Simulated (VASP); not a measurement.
# Li2Se (Fm-3m) in VASP: settings compared

Aim: see how the results for Li2Se move with the level of theory and the settings. Levels: PBE, LDA, r2SCAN. Tasks: single point.

All numbers are computed with VASP 6.6.1; they aren't measurements. Logs are shortened: lines on timing, memory, paths and dates and some standing lists are left out, and cuts for length are marked.

### 1 The cell of the first run

The structure is cubic, space group Fm-3m (No. 225). The conventional cell has a = 6.005 Å, b = 6.005 Å, c = 6.005 Å, α = 90.00°, β = 90.00°, γ = 90.00°. Within 3.4 Å of Li (site symmetry -43m) lie 4 Se at 2.60 Å and 6 Li at 3.00 Å. Se (site symmetry m-3m) has 8 Li at 2.60 Å within 3.4 Å.

### 2 Single point, PBE

File INCAR:

```
SYSTEM = Li2Se
PREC = Accurate
ENCUT = 750
EDIFF = 1E-6
ISMEAR = -1
SIGMA = 0.02
LREAL = .False.
LASPH = .True.
NELM = 120
ALGO = Normal
ISIF = 2
LWAVE = .False.
LCHARG = .False.
GGA = PE
NBANDS = 13
GGA_COMPAT = .False.
```

File KPOINTS:

```
regular mesh
0
Gamma
  6 6 6
  0 0 0
```

File POSCAR:

```
Li2Se
1.0
    0.0000000000      3.0025000000      3.0025000000
    3.0025000000      0.0000000000      3.0025000000
    3.0025000000      3.0025000000      0.0000000000
Li Se
2 1
Direct
    0.2500000000      0.2500000000      0.2500000000
    0.7500000000      0.7500000000      0.7500000000
    0.0000000000      0.0000000000      0.0000000000
```

Potentials or basis: VASP PAW PBE potentials, release 64 (Li_sv, Se).

Started as:

```console
> cat potpaw_PBE.64/Li_sv/POTCAR potpaw_PBE.64/Se/POTCAR > POTCAR
> mpirun -np 1 vasp_std > vasp.out
```

OUTCAR:

```text
SYSTEM = Li2Se
   PREC = Accurate
   ENCUT = 750
   EDIFF = 1E-6
   ISMEAR = -1
   LREAL = .False.
   LASPH = .True.
   NELM = 120
   ISIF = 2
   GGA = PE

 ion  position               nearest neighbor table
   1  0.250  0.250  0.250-   3 2.60   3 2.60   3 2.60   3 2.60
   2  0.750  0.750  0.750-   3 2.60   3 2.60   3 2.60   3 2.60
   3  0.000  0.000  0.000-   1 2.60   2 2.60   2 2.60   2 2.60   2 2.60   1 2.60   1 2.60   1 2.60

  LATTYP: Found a face centered cubic cell.
 ALAT       =     6.0050000000

  Lattice vectors:

 A1 = (   0.0000000000,   3.0025000000,   3.0025000000)
 A2 = (   3.0025000000,   0.0000000000,   3.0025000000)
 A3 = (   3.0025000000,   3.0025000000,   0.0000000000)

Analysis of symmetry for initial positions (statically):
=====================================================================
 Subroutine PRICEL returns:
 Original cell was already a primitive cell.

 Routine SETGRP: Setting up the symmetry group for a
 face centered cubic supercell.

 Subroutine GETGRP returns: Found 48 space group operations
 (whereof 48 operations were pure point group operations)
 out of a pool of 48 trial point group operations.

The static configuration has the point symmetry O_h .

Analysis of symmetry for dynamics (positions and initial velocities):
=====================================================================
 Subroutine PRICEL returns:
 Original cell was already a primitive cell.

 Routine SETGRP: Setting up the symmetry group for a
 face centered cubic supercell.

 Subroutine GETGRP returns: Found 48 space group operations
 (whereof 48 operations were pure point group operations)
 out of a pool of 48 trial point group operations.

The dynamic configuration has the point symmetry O_h .

 Subroutine INISYM returns: Found 48 space group operations
 (whereof 48 operations are pure point group operations),
 and found     1 'primitive' translations

----------------------------------------------------------------------------------------

                                     Primitive cell

  volume of cell :      54.1351

  direct lattice vectors                    reciprocal lattice vectors
     0.000000000  3.002500000  3.002500000    -0.166527893  0.166527893  0.166527893
     3.002500000  0.000000000  3.002500000     0.166527893 -0.166527893  0.166527893
     3.002500000  3.002500000  0.000000000     0.166527893  0.166527893 -0.166527893

  length of vectors
     4.246176221  4.246176221  4.246176221     0.288434772  0.288434772  0.288434772

  position of ions in fractional coordinates (direct lattice)
     0.250000000  0.250000000  0.250000000
     0.750000000  0.750000000  0.750000000
     0.000000000  0.000000000  0.000000000

  ion indices of the primitive-cell ions
   primitive index   ion index
                 1           1
                 2           2
                 3           3

----------------------------------------------------------------------------------------

 KPOINTS: regular mesh

Automatic generation of k-mesh.
 Grid dimensions read from file:
 generate k-points for:    6    6    6

 Generating k-lattice:

  Cartesian coordinates                     Fractional coordinates (reciprocal lattice)
    -0.027754649  0.027754649  0.027754649     0.166666667  0.000000000  0.000000000
     0.027754649 -0.027754649  0.027754649     0.000000000  0.166666667  0.000000000
     0.027754649  0.027754649 -0.027754649     0.000000000  0.000000000  0.166666667

  Length of vectors
     0.048072462  0.048072462  0.048072462

  Shift w.r.t. Gamma in fractional coordinates (k-lattice)
     0.000000000  0.000000000  0.000000000

 Subroutine IBZKPT returns following result:
 ===========================================

 Found     16 irreducible k-points:

 Following reciprocal coordinates:
            Coordinates               Weight
  0.000000  0.000000  0.000000      1.000000
  0.166667  0.000000  0.000000      8.000000
  0.333333  0.000000  0.000000      8.000000
  0.500000  0.000000  0.000000      4.000000
  0.166667  0.166667  0.000000      6.000000
  0.333333  0.166667  0.000000     24.000000
[... 8 lines left out ...]
 -0.333333  0.333333  0.166667     24.000000
 -0.333333  0.500000  0.166667     12.000000
   k-points           NKPTS =     16   k-points in BZ     NKDIM =     16   number of bands    NBANDS=     13
   number of dos      NEDOS =    301   number of ions     NIONS =      3
   total plane-waves  NPLWV =  64000
   dimension x,y,z NGX =    40 NGY =   40 NGZ =   40
   dimension x,y,z NGXF=    80 NGYF=   80 NGZF=   80
   ions per type =               2   1
   NGX,Y,Z   is equivalent  to a cutoff of  15.66, 15.66, 15.66 a.u.
   NGXF,Y,Z  is equivalent  to a cutoff of  31.32, 31.32, 31.32 a.u.
 SYSTEM =  Li2Se
   PREC   = accura    normal or accurate (medium, high low for compatibility)
   ISTART =      0    job   : 0-new  1-cont  2-samecut
   ICHARG =      2    charge: 1-file 2-atom 10-const
   ISPIN  =      1    spin polarized calculation?
   LNONCOLLINEAR =      F non collinear calculations
   LSORBIT =      F    spin-orbit coupling
   LASPH  =      T    aspherical Exc in radial PAW
   ENCUT  =  750.0 eV  55.12 Ry    7.42 a.u.   9.48  9.48  9.48*2*pi/ulx,y,z
   NELM   =    120;   NELMIN=  2; NELMDL= -5     # of ELM steps
   EDIFF  = 0.1E-05   stopping-criterion for ELM
   LREAL  =      F    real-space projection
   EDIFFG = 0.1E-04   stopping-criterion for IOM
   NSW    =      0    number of steps for IOM
   IBRION =     -1    ionic relax: 0-MD 1-quasi-New 2-CG
   NFREE  =      0    steps in history (QN), initial steepest desc. (CG)
   ISIF   =      2    stress and relaxation
   ISYM   =      2    0-nonsym 1-usesym 2-fastsym
   POTIM  = 0.5000    time-step for ionic-motion
   TEBEG  =    0.0;   TEEND  =   0.0 temperature during run
   PSTRESS=    0.0 pullay stress
   NELECT =      12.0000    total number of electrons
   NUPDOWN=      -1.0000    fix difference up-down
   EMIN   =  10.00;   EMAX   =-10.00  energy-range for DOS
   EFERMI =   0.00;   METHOD = LEGACY
   ISMEAR =    -1;   SIGMA  =   0.02  broadening in eV -4-tet -1-fermi 0-gaus
   EFERMI_NEDOS =   21; number of points for ismear=-14 and -15
   IALGO  =     38    algorithm
   IMIX   =      4    mixing-type and parameters
     AMIX     =   0.40;   BMIX     =  1.00
     AMIX_MAG =   1.60;   BMIX_MAG =  1.00
  volume/ion in A,a.u.               =      18.05       121.77
  Fermi-wavevector in a.u.,A,eV,Ry     =   0.990776  1.872296 13.355989  0.981637
  Thomas-Fermi vector in A             =   2.122471
   LORBIT       =      0    0 simple, 1 ext, 2 COOP (PROOUT), +10 PAW based schemes
   GGA     = PE    functional components
   LHFCALC =     F    Hartree Fock is set to
   AEXX    =    0.0000 exact exchange contribution
   IVDW    =     0    specifies the selected vdW correction
   LEPSILON=     F    determine dielectric tensor
   LRPA    =     F    only Hartree local field effects (RPA)
 non-spin polarized calculation
  energy-cutoff  :      750.00
  volume of cell :       54.14
 maximum number of plane-waves:      2565
 NGX is ok and might be reduce to    40
   NGX = 19   NGY = 19   NGZ = 19

 number of electron      12.0000004 magnetization

 Free energy of the ion-electron system (eV)
  ---------------------------------------------------
  ext. energy  EPLUGINS =         0.00000000
  ---------------------------------------------------
  free energy    TOTEN  =       -11.13060634 eV

  energy without entropy =      -11.13060634  energy(sigma->0) =      -11.13060634

 E-fermi :   1.5288     XC(G=0):  -8.2616

 val. band max:        0.9958156180   @ k =   0.0000   0.0000   0.0000
 cond. band min:       3.9705571130   @ k =   0.5000   0.5000   0.0000
 fundamental gap:      2.9747414950
 Fermi energy:         1.5288104628

 k-point     1 :       0.0000    0.0000    0.0000
  band No.  band energies     occupation
      1     -43.7167      2.00000
      2     -43.6930      2.00000
      3     -10.3932      2.00000
      4       0.9958      2.00000
      5       0.9958      2.00000
      6       0.9958      2.00000
      7       4.3791      0.00000
      8       6.6152      0.00000
      9       6.6152      0.00000
     10       6.6152      0.00000
     11      11.5753      0.00000
     12      11.5753      0.00000
     13      11.9151      0.00000

 k-point     2 :       0.1667    0.0000    0.0000
  band No.  band energies     occupation
      1     -43.7151      2.00000
      2     -43.6945      2.00000
      3     -10.3095      2.00000
      4      -0.0249      2.00000
      5       0.8427      2.00000
      6       0.8427      2.00000
      7       5.1078      0.00000
      8       6.9768      0.00000
      9       6.9768      0.00000
     10       7.2453      0.00000
     11      10.1152      0.00000
     12      10.1152      0.00000
     13      12.0966      0.00000

 k-point     3 :       0.3333    0.0000    0.0000
  band No.  band energies     occupation
      1     -43.7105      2.00000
      2     -43.6986      2.00000
      3     -10.1281      2.00000
      4      -1.3693      2.00000
      5       0.5830      2.00000
      6       0.5830      2.00000
      7       5.8275      0.00000
      8       7.1209      0.00000
      9       7.1209      0.00000
     10       8.4444      0.00000
     11      10.5774      0.00000
     12      10.5774      0.00000
     13      12.7441      0.00000
[... 177 lines left out ...]
 k-point    15 :      -0.3333    0.3333    0.1667
  band No.  band energies     occupation
      1     -43.7043      2.00000
      2     -43.7043      2.00000
      3      -9.9419      2.00000
      4      -1.3961      2.00000
      5      -0.6223      2.00000
      6      -0.2051      2.00000
      7       6.2528      0.00000
      8       7.0142      0.00000
      9       9.2344      0.00000
     10       9.7093      0.00000
     11       9.8428      0.00000
     12      11.8409      0.00000
     13      13.5605      0.00000

 k-point    16 :      -0.3333    0.5000    0.1667
  band No.  band energies     occupation
      1     -43.7063      2.00000
      2     -43.7023      2.00000
      3      -9.9135      2.00000
      4      -1.1004      2.00000
      5      -0.6850      2.00000
      6      -0.6846      2.00000
      7       5.2472      0.00000
      8       8.0367      0.00000
      9       8.5442      0.00000
     10      10.2437      0.00000
     11      11.6612      0.00000
     12      12.5258      0.00000
     13      12.9258      0.00000

------------------------ aborting loop because EDIFF is reached ----------------------------------------

  FORCE on cell =-STRESS in cart. coord.  units (eV):
  Direction    XX          YY          ZZ          XY          YZ          ZX
  --------------------------------------------------------------------------------------
  -------------------------------------------------------------------------------------
  Total       -0.0130674     -0.0130674     -0.0130674      0.0000000      0.0000000     -0.0000000
  in kB       -0.3867404     -0.3867404     -0.3867404      0.0000000      0.0000000     -0.0000000
  external PRESSURE =      -0.3867404 kB  Pullay stress =       0.0000000 kB

 VOLUME and BASIS-vectors are now :
 -----------------------------------------------------------------------------
  energy-cutoff  :      750.00
  volume of cell :       54.14
      direct lattice vectors                 reciprocal lattice vectors
     0.000000000  3.002500000  3.002500000    -0.166527893  0.166527893  0.166527893
     3.002500000  0.000000000  3.002500000     0.166527893 -0.166527893  0.166527893
     3.002500000  3.002500000  0.000000000     0.166527893  0.166527893 -0.166527893

 POSITION                                       TOTAL-FORCE (eV/Angst)
 -----------------------------------------------------------------------------------
      1.50125      1.50125      1.50125        -0.000000     -0.000000     -0.000000
      4.50375      4.50375      4.50375         0.000000      0.000000      0.000000
      0.00000      0.00000      0.00000         0.000000     -0.000000      0.000000
 -----------------------------------------------------------------------------------
    total drift:                                0.000000     -0.000000      0.000000

  FREE ENERGIE OF THE ION-ELECTRON SYSTEM (eV)
  ---------------------------------------------------
  free  energy   TOTEN  =       -11.1306063405 eV

  energy  without entropy=      -11.1306063405  energy(sigma->0) =      -11.13060634
```

It took 17 s on 1 thread of Intel Xeon 6975P-C (Granite Rapids), shared host; peak memory 0.23 GiB.

Results:

```yaml
Free_energy: -11.1306 eV
Pressure: 0.0 GPa
Band_gap_on_the_k_mesh: 2.97 eV (least direct gap 3.38 eV)
```

### 3 Single point, LDA

This run uses another cell than the first one, of 17.88 Å³/atom.

File INCAR:

```
SYSTEM = Li2Se
PREC = Accurate ; ENCUT = 750
EDIFF = 1E-6 ; ISMEAR = 0
SIGMA = 0.01 ; LREAL = .FALSE.
LASPH = .TRUE. ; NELM = 120
ALGO = Normal ; ISIF = 2
LWAVE = .FALSE. ; LCHARG = .TRUE.
LELF = .TRUE. ; LVHAR = .TRUE.
NBANDS = 13 ; GGA_COMPAT = .FALSE.
```

File KPOINTS:

```
Automatic mesh
0
G
  8 8 8
  0 0 0
```

File POSCAR:

```
Li2Se
1.0
    0.0000000000      2.9934587684      2.9934587684
    2.9934587684      0.0000000000      2.9934587684
    2.9934587684      2.9934587684      0.0000000000
Li Se
2 1
Direct
    0.2500000000      0.2500000000      0.2500000000
    0.7500000000      0.7500000000      0.7500000000
    0.0000000000      0.0000000000      0.0000000000
```

Potentials or basis: VASP PAW LDA potentials, release 64 (Li_sv, Se).

Started as:

```console
> cat potpaw_LDA.64/Li_sv/POTCAR potpaw_LDA.64/Se/POTCAR > POTCAR
> mpirun -np 1 vasp_std > vasp.out
```

It took 18 s on 1 thread of Intel Xeon 6975P-C (Granite Rapids), shared host; peak memory 0.2 GiB.

Results (log left out):

| Property | Result |
| --- | --- |
| Free energy | -12.1523 eV |
| Pressure | -2.4 GPa |
| Band gap on the k mesh | 2.80 eV (least direct gap 3.24 eV) |

Levels at points of the mesh, in eV from the valence-band top:
| k point | band 2 | band 3 | band 4 | band 5 | band 6 | band 7 | band 8 | band 9 | band 10 | band 11 |
| --- | --- | --- | --- | --- | --- | --- | --- | --- | --- | --- |
| (0.00, 0.00, 0.00) | -43.68 | -11.44 | 0.00 | 0.00 | 0.00 | 3.24 | 5.47 | 5.47 | 5.47 | 10.59 |
| (0.50, 0.00, 0.00) | -43.69 | -11.08 | -2.97 | -0.54 | -0.54 | 5.00 | 5.82 | 5.82 | 7.80 | 11.33 |
| (0.50, 0.50, 0.00) | -43.69 | -10.97 | -2.31 | -1.48 | -1.48 | 2.80 | 6.12 | 10.16 | 10.16 | 11.31 |

### 4 Single point, r2SCAN

This run uses another cell than the first one, of 17.88 Å³/atom.

POSCAR is that of step 3.

File INCAR.step1:

```
SYSTEM = Li2Se
  PREC = Accurate
  ENCUT = 830
  ISMEAR = -1
  SIGMA = 0.02
  LREAL = .FALSE.
  LASPH = .TRUE.
  NELM = 120
  NBANDS = 13
  GGA = PE
  ALGO = Normal
  EDIFF = 1E-5
  LWAVE = .TRUE.
  LCHARG = .FALSE.
  GGA_COMPAT = .FALSE.
```

File INCAR.step2:

```
SYSTEM = Li2Se
  PREC = Accurate
  ENCUT = 830
  EDIFF = 1E-6
  ISMEAR = -1
  SIGMA = 0.02
  LREAL = .FALSE.
  LASPH = .TRUE.
  NELM = 120
  ALGO = Normal
  ISIF = 2
  LWAVE = .FALSE.
  LCHARG = .FALSE.
  METAGGA = R2SCAN
  LMIXTAU = .TRUE.
  NBANDS = 13
  ISTART = 1
  GGA_COMPAT = .FALSE.
```

File KPOINTS:

```
Automatic mesh
0
G
  6 6 6
  0 0 0
```

Potentials or basis: VASP PAW PBE potentials, release 64 (Li_sv, Se).

Started as:

```console
> cat potpaw_PBE.64/Li_sv/POTCAR potpaw_PBE.64/Se/POTCAR > POTCAR
> cp INCAR.step1 INCAR
> mpirun -np 1 vasp_std > vasp.out
> cp INCAR.step2 INCAR
> mpirun -np 1 vasp_std > vasp.out
```

Run time: 53 s. Hardware: 1 thread of Intel Xeon 6975P-C (Granite Rapids), shared host; peak memory 0.26 GiB.

The run converged. Its results:

```yaml
Free_energy: -23.4391 eV
Pressure: -0.2 GPa
Band_gap_on_the_k_mesh: 3.46 eV (least direct gap 4.18 eV)
```

Levels at points of the mesh, in eV from the valence-band top:
| k point | band 3 | band 4 | band 5 | band 6 | band 7 | band 8 | band 9 | band 10 |
| --- | --- | --- | --- | --- | --- | --- | --- | --- |
| (0.00, 0.00, 0.00) | -11.79 | 0.00 | 0.00 | 0.00 | 4.18 | 6.31 | 6.31 | 6.31 |
| (0.50, 0.00, 0.00) | -11.41 | -2.92 | -0.53 | -0.53 | 5.98 | 6.60 | 6.60 | 8.64 |
| (0.50, 0.50, 0.00) | -11.29 | -2.27 | -1.45 | -1.45 | 3.46 | 7.00 | 11.37 | 11.37 |

Caveat: the PAW data sets were made with another functional, which shifts forces and pressure a little.

### 5 Overview

| level | potentials or basis | cell | k mesh | cutoff (eV) | smearing | gap on the mesh (eV) | pressure (GPa) |
| --- | --- | --- | --- | --- | --- | --- | --- |
| PBE | VASP PAW PBE potentials, release 64 (Li_sv, Se) | a = 4.246 Å, angles 60.0°, 3 atoms | 6 × 6 × 6 | 750 | fermi-dirac 0.02 eV | 2.97 | 0.0 |
| LDA | VASP PAW LDA potentials, release 64 (Li_sv, Se) | a = 4.233 Å, angles 60.0°, 3 atoms | 8 × 8 × 8 | 750 | gaussian 0.01 eV | 2.80 | -2.4 |
| r2SCAN | VASP PAW PBE potentials, release 64 (Li_sv, Se) | a = 4.233 Å, angles 60.0°, 3 atoms | 6 × 6 × 6 | 830 | fermi-dirac 0.02 eV | 3.46 | -0.2 |

Alike in all rows: task single point; no spin polarisation.

Caveats: the PAW data sets were made with another functional, which shifts forces and pressure a little (at least some runs).

Absolute energies hang on the potentials; compare differences alone.
